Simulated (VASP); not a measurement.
# CrSiAu in VASP: single point with r2SCAN

Aim: the single point of CrSiAu with r2SCAN.

All numbers are computed with VASP 6.6.1; they aren't measurements. Logs are shortened: lines on timing, memory, paths and dates and some standing lists are left out, and cuts for length are marked.

## 1. The cell of the first run

The cell holds a disordered packing, 6 atoms: a = 4.798 Å, b = 4.810 Å, c = 4.645 Å, α = 110.16°, β = 94.61°, γ = 104.82°.

## 2. Single point, r2SCAN

POSCAR

```
CrSiAu
1.0
    4.6101970000     -1.3178870000     -0.1662700000
    0.0430060000      4.7354470000     -0.8415450000
   -0.4569330000     -0.8133420000      4.5503600000
Si Au Cr
2 2 2
Direct
    0.0162640000      0.2653760000      0.0673050000
    0.5160370000      0.5341240000      0.2985110000
    0.3690950000      0.3689350000      0.7274450000
    0.7962310000      0.0949540000      0.5122340000
    0.2667420000      0.9082800000      0.1763870000
    0.0315440000      0.6763050000      0.5758930000
```

INCAR.step1

```
SYSTEM = CrSiAu
PREC = Accurate
ENCUT = 520
ISMEAR = -1
SIGMA = 0.0221
LREAL = .FALSE.
LASPH = .TRUE.
NELM = 60
NBANDS = 36
GGA = PE
ALGO = Normal
EDIFF = 1E-4
LWAVE = .TRUE.
LCHARG = .FALSE.
```

INCAR.step2

```
SYSTEM = CrSiAu
PREC = Accurate
ENCUT = 520
EDIFF = 1E-7
ISMEAR = -1
SIGMA = 0.0221
LREAL = .FALSE.
LASPH = .TRUE.
NELM = 60
ALGO = Normal
ISIF = 2
LWAVE = .FALSE.
LCHARG = .FALSE.
METAGGA = R2SCAN
LMIXTAU = .TRUE.
NBANDS = 36
ISTART = 1
```

KPOINTS

```
Automatic mesh
0
Gamma
  4 4 4
  0.5 0.5 0
```

Potentials or basis: VASP PAW PBE potentials, release 64 (Si, Au, Cr_pv).

On the command line:

```bash
> cat potpaw_PBE.64/Si/POTCAR potpaw_PBE.64/Au/POTCAR potpaw_PBE.64/Cr_pv/POTCAR > POTCAR
> cp INCAR.step1 INCAR
> mpirun -np 1 vasp_std > vasp.out
> cp INCAR.step2 INCAR
> mpirun -np 1 vasp_std > vasp.out
```

OUTCAR:

```text
SYSTEM = CrSiAu
   PREC = Accurate
   ENCUT = 520
   EDIFF = 1E-7
   ISMEAR = -1
   LREAL = .FALSE.
   LASPH = .TRUE.
   NELM = 60
   ISIF = 2
   METAGGA = R2SCAN
   ISTART = 1

 ion  position               nearest neighbor table
   1  0.016  0.265  0.067-   2 2.37   4 2.47   3 2.48   6 2.48   5 2.49   4 2.67   5 2.86   6 2.99
                             2 3.10   3 3.19
   2  0.516  0.534  0.299-   1 2.37   3 2.47   3 2.48   4 2.48   6 2.50   5 2.59   5 2.77   6 2.87
                             1 3.10   4 3.15
   3  0.369  0.369  0.727-   2 2.47   2 2.48   1 2.48   5 2.65   6 2.66   4 2.66   4 2.78   5 2.90
                             6 3.11   1 3.19   6 3.38
   4  0.796  0.095  0.512-   1 2.47   2 2.48   5 2.63   6 2.63   6 2.63   3 2.66   1 2.67   3 2.78
                             5 3.00   2 3.15
   5  0.267  0.908  0.176-   1 2.49   2 2.59   4 2.63   6 2.65   3 2.65   6 2.66   2 2.77   1 2.86
                             3 2.90   4 3.00
   6  0.032  0.676  0.576-   1 2.48   2 2.50   4 2.63   4 2.63   5 2.65   3 2.66   5 2.66   2 2.87
                             1 2.99   3 3.11   3 3.38

  LATTYP: Found a triclinic cell.
 ALAT       =     5.8606915622
 B/A-ratio  =     1.4767714774
 C/A-ratio  =     1.9660795118
 COS(alpha) =     0.0061247286
 COS(beta)  =     0.4809685957
 COS(gamma) =     0.8642796845

  Lattice vectors:

 A1 = (  -4.6532030000,  -3.4175600000,   1.0078150000)
 A2 = (  -5.1101360000,  -4.2309020000,   5.5581750000)
 A3 = (  -8.3495340000,  -0.4729890000,  -7.9266350000)

Analysis of symmetry for initial positions (statically):
=====================================================================
 Subroutine PRICEL returns:
 Original cell was already a primitive cell.

 Routine SETGRP: Setting up the symmetry group for a
 triclinic supercell.

 Subroutine GETGRP returns: Found  1 space group operations
 (whereof  1 operations were pure point group operations)
 out of a pool of  2 trial point group operations.

The static configuration has the point symmetry C_1 .

Analysis of symmetry for dynamics (positions and initial velocities):
=====================================================================
 Subroutine PRICEL returns:
 Original cell was already a primitive cell.

 Routine SETGRP: Setting up the symmetry group for a
 triclinic supercell.

 Subroutine GETGRP returns: Found  1 space group operations
 (whereof  1 operations were pure point group operations)
 out of a pool of  2 trial point group operations.

The dynamic configuration has the point symmetry C_1 .

 Subroutine INISYM returns: Found  1 space group operations
 (whereof  1 operations are pure point group operations),
 and found     1 'primitive' translations

----------------------------------------------------------------------------------------

                                     Primitive cell

  volume of cell :      95.5821

  direct lattice vectors                    reciprocal lattice vectors
     4.610197000 -1.317887000 -0.166270000     0.218278491  0.001975651  0.022271980
     0.043006000  4.735447000 -0.841545000     0.064155237  0.218681883  0.045529981
    -0.456933000 -0.813342000  4.550360000     0.019840778  0.040515286  0.228996978

  length of vectors
     4.797748246  4.809834279  4.645006900     0.219420701  0.232401893  0.233398288

  position of ions in fractional coordinates (direct lattice)
     0.016264000  0.265376000  0.067305000
     0.516037000  0.534124000  0.298511000
     0.369095000  0.368935000  0.727445000
     0.796231000  0.094954000  0.512234000
     0.266742000  0.908280000  0.176387000
     0.031544000  0.676305000  0.575893000

  ion indices of the primitive-cell ions
   primitive index   ion index
                 1           1
                 2           2
                 3           3
                 4           4
                 5           5
                 6           6

----------------------------------------------------------------------------------------

 KPOINTS: Automatic mesh

Automatic generation of k-mesh.
 Grid dimensions read from file:
 generate k-points for:    4    4    4

 Generating k-lattice:

  Cartesian coordinates                     Fractional coordinates (reciprocal lattice)
     0.054569623  0.000493913  0.005567995     0.250000000  0.000000000  0.000000000
     0.016038809  0.054670471  0.011382495     0.000000000  0.250000000  0.000000000
     0.004960195  0.010128822  0.057249245    -0.000000000  0.000000000  0.250000000

  Length of vectors
     0.054855175  0.058100473  0.058349572

  Shift w.r.t. Gamma in fractional coordinates (k-lattice)
     0.500000000  0.500000000  0.000000000

 Subroutine IBZKPT returns following result:
 ===========================================

 Found     32 irreducible k-points:

 Following reciprocal coordinates:
            Coordinates               Weight
  0.125000  0.125000  0.000000      2.000000
  0.375000  0.125000 -0.000000      2.000000
 -0.375000  0.125000  0.000000      2.000000
 -0.125000  0.125000 -0.000000      2.000000
  0.125000  0.375000  0.000000      2.000000
  0.375000  0.375000  0.000000      2.000000
[... 16 lines left out ...]
 -0.375000 -0.125000  0.250000      2.000000
 -0.125000 -0.125000  0.250000      2.000000
 [... further k-points ...]
   k-points           NKPTS =     32   k-points in BZ     NKDIM =     32   number of bands    NBANDS=     36
   number of dos      NEDOS =    301   number of ions     NIONS =      6
   total plane-waves  NPLWV =  46656
   dimension x,y,z NGX =    36 NGY =   36 NGZ =   36
   dimension x,y,z NGXF=    72 NGYF=   72 NGZF=   72
   ions per type =               2   2   2
   NGX,Y,Z   is equivalent  to a cutoff of  12.47, 12.44, 12.88 a.u.
   NGXF,Y,Z  is equivalent  to a cutoff of  24.95, 24.89, 25.77 a.u.
 SYSTEM =  CrSiAu
   PREC   = accura    normal or accurate (medium, high low for compatibility)
   ISTART =      1    job   : 0-new  1-cont  2-samecut
   ICHARG =      0    charge: 1-file 2-atom 10-const
   ISPIN  =      1    spin polarized calculation?
   LNONCOLLINEAR =      F non collinear calculations
   LSORBIT =      F    spin-orbit coupling
   LASPH  =      T    aspherical Exc in radial PAW
   ENCUT  =  520.0 eV  38.22 Ry    6.18 a.u.   8.92  8.94  8.64*2*pi/ulx,y,z
   NELM   =     60;   NELMIN=  2; NELMDL=  0     # of ELM steps
   EDIFF  = 0.1E-06   stopping-criterion for ELM
   LREAL  =      F    real-space projection
   EDIFFG = 0.1E-05   stopping-criterion for IOM
   NSW    =      0    number of steps for IOM
   IBRION =     -1    ionic relax: 0-MD 1-quasi-New 2-CG
   NFREE  =      0    steps in history (QN), initial steepest desc. (CG)
   ISIF   =      2    stress and relaxation
   ISYM   =      2    0-nonsym 1-usesym 2-fastsym
   POTIM  = 0.5000    time-step for ionic-motion
   TEBEG  =    0.0;   TEEND  =   0.0 temperature during run
   PSTRESS=    0.0 pullay stress
   NELECT =      54.0000    total number of electrons
   NUPDOWN=      -1.0000    fix difference up-down
   EMIN   =  10.00;   EMAX   =-10.00  energy-range for DOS
   EFERMI =   0.00;   METHOD = LEGACY
   ISMEAR =    -1;   SIGMA  =   0.02  broadening in eV -4-tet -1-fermi 0-gaus
   EFERMI_NEDOS =   21; number of points for ismear=-14 and -15
   IALGO  =     38    algorithm
   IMIX   =      4    mixing-type and parameters
     AMIX     =   0.40;   BMIX     =  1.00
     AMIX_MAG =   1.60;   BMIX_MAG =  1.00
  volume/ion in A,a.u.               =      15.93       107.50
  Fermi-wavevector in a.u.,A,eV,Ry     =   1.353362  2.557483 24.920261  1.831588
  Thomas-Fermi vector in A             =   2.480623
   LORBIT       =      0    0 simple, 1 ext, 2 COOP (PROOUT), +10 PAW based schemes
   METAGGA = R2SCAN    functional components
   LHFCALC =     F    Hartree Fock is set to
   AEXX    =    0.0000 exact exchange contribution
   IVDW    =     0    specifies the selected vdW correction
   LEPSILON=     F    determine dielectric tensor
   LRPA    =     F    only Hartree local field effects (RPA)
 non-spin polarized calculation
  energy-cutoff  :      520.00
  volume of cell :       95.58
 maximum number of plane-waves:      2594
   NGX = 17   NGY = 17   NGZ = 17

 number of electron      54.0000007 magnetization

 Free energy of the ion-electron system (eV)
  ---------------------------------------------------
  ext. energy  EPLUGINS =         0.00000000
  ---------------------------------------------------
  free energy    TOTEN  =      -145.01234428 eV

  energy without entropy =     -145.00608363  energy(sigma->0) =     -145.00921395

 E-fermi :   8.9920     XC(G=0): -12.6437

 val. band max:        8.9514648659   @ k =   0.1250   0.1250   0.2500
 cond. band min:       9.0074466406   @ k =   0.3750  -0.1250   0.2500
 fundamental gap:      0.0559817748
 Fermi energy:         8.9919650267

 k-point     1 :       0.1250    0.1250    0.0000
  band No.  band energies     occupation
      1     -35.7986      2.00000
      2     -35.7065      2.00000
      3     -35.6924      2.00000
      4     -35.6717      2.00000
      5     -35.6409      2.00000
      6     -35.5037      2.00000
[... 28 lines left out ...]
     35      12.3459      0.00000
     36      12.5299      0.00000

 k-point     2 :       0.3750    0.1250   -0.0000
  band No.  band energies     occupation
      1     -35.7986      2.00000
      2     -35.7065      2.00000
      3     -35.6921      2.00000
      4     -35.6720      2.00000
      5     -35.6412      2.00000
      6     -35.5037      2.00000
[... 28 lines left out ...]
     35      11.9638      0.00000
     36      12.5222      0.00000
[... 817 lines left out ...]
     35      12.1029      0.00000
     36      12.5759      0.00000

 k-point    24 :      -0.1250   -0.1250    0.2500
  band No.  band energies     occupation
      1     -35.7907      2.00000
      2     -35.7169      2.00000
      3     -35.6971      2.00000
      4     -35.6712      2.00000
      5     -35.6181      2.00000
      6     -35.5201      2.00000
[... 28 lines left out ...]
     35      12.4127      0.00000
     36      12.5068      0.00000

 [... further k-points ...]

------------------------ aborting loop because EDIFF is reached ----------------------------------------

  FORCE on cell =-STRESS in cart. coord.  units (eV):
  Direction    XX          YY          ZZ          XY          YZ          ZX
  --------------------------------------------------------------------------------------
  -------------------------------------------------------------------------------------
  Total        3.1805784     -4.6612509     -1.6880499      0.2294916      0.2760189      3.1746120
  in kB       53.3138385    -78.1333288    -28.2956137      3.8468096      4.6267137     53.2138279
  external PRESSURE =     -17.7050347 kB  Pullay stress =       0.0000000 kB

 VOLUME and BASIS-vectors are now :
 -----------------------------------------------------------------------------
  energy-cutoff  :      520.00
  volume of cell :       95.58
      direct lattice vectors                 reciprocal lattice vectors
     4.610197000 -1.317887000 -0.166270000     0.218278491  0.001975651  0.022271980
     0.043006000  4.735447000 -0.841545000     0.064155237  0.218681883  0.045529981
    -0.456933000 -0.813342000  4.550360000     0.019840778  0.040515286  0.228996978

 POSITION                                       TOTAL-FORCE (eV/Angst)
 -----------------------------------------------------------------------------------
      0.05564      1.18050      0.08023        -0.647468     -0.222576      0.297312
      2.26560      1.60645      0.82304         0.373968      0.187554      0.688162
      1.38507      0.66899      2.93829         1.435501      0.019632      0.805873
      3.44081     -1.01631      2.11855        -0.386066     -0.148928     -0.704799
      1.18820      3.80611     -0.00609        -1.255572     -0.930432     -0.179035
     -0.08864      2.69264      2.04613         0.479637      1.094750     -0.907513
 -----------------------------------------------------------------------------------
    total drift:                                0.011524     -0.000044     -0.008024

  FREE ENERGIE OF THE ION-ELECTRON SYSTEM (eV)
  ---------------------------------------------------
  free  energy   TOTEN  =      -145.0123442797 eV

  energy  without entropy=     -145.0060836259  energy(sigma->0) =     -145.00921395
```

It took 7.1 min on 1 thread of AMD EPYC 7R13 (Zen 3), shared host; peak memory 0.25 GiB.

What came out:

```yaml
Free_energy: -145.0123 eV
Pressure: -1.8 GPa
Largest_force: 1.646 eV/Å
Band_gap_on_the_k_mesh: zero (bands 27 and 28 overlap by 0.08 eV)
```

Forces on the atoms (eV/Å):
```
Si  -0.647 -0.223  0.297
Si   0.374  0.188  0.688
Au   1.436  0.020  0.806
Au  -0.386 -0.149 -0.705
Cr  -1.256 -0.930 -0.179
Cr   0.480  1.095 -0.908
```

Caveat: the k points lie up to 0.37 Å⁻¹ apart; the PAW data sets were made with another functional, which shifts forces and pressure a little; spin-orbit coupling is left out, which moves the levels of the heavy elements; the run has no spin polarisation, though such a crystal can be magnetic.

The gap in the log of VASP goes by the Fermi energy; the results here count the filled bands.